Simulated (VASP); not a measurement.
Here is a VASP 6.6.1 calculation.

INCAR

```
  PREC = Accurate
  ENCUT = 600
  EDIFF = 1E-6
  ISMEAR = -1
  SIGMA = 0.1
  LREAL = F
  LASPH = T
  NELM = 80
  ALGO = Normal
  ISIF = 4
  LWAVE = F
  LCHARG = F
  GGA = PE
  IBRION = 2
  NSW = 50
  EDIFFG = -0.005
```

KPOINTS

```
Automatic mesh
0
Gamma
  16 16 15
```

POSCAR

```
Hf
1.0
    2.8709316300      0.0000000000      0.0000000000
   -1.4354658150      2.4862997241      0.0000000000
    0.0000000000      0.0000000000      2.8803499099
Hf
1
Direct
    0.0000000000      0.0000000000      0.0000000000
```

Potentials or basis: VASP PAW PBE potentials, release 64 (Hf_pv).

Run with:

```bash
$ cat potpaw_PBE.64/Hf_pv/POTCAR > POTCAR
$ mpirun -np 1 vasp_std > vasp.out
```

(1) Predict the band gap on the k mesh.

Results:

(1) zero (bands 5 and 6 overlap by 0.41 eV).

Caveat: spin-orbit coupling is left out, which moves the levels of the heavy elements.
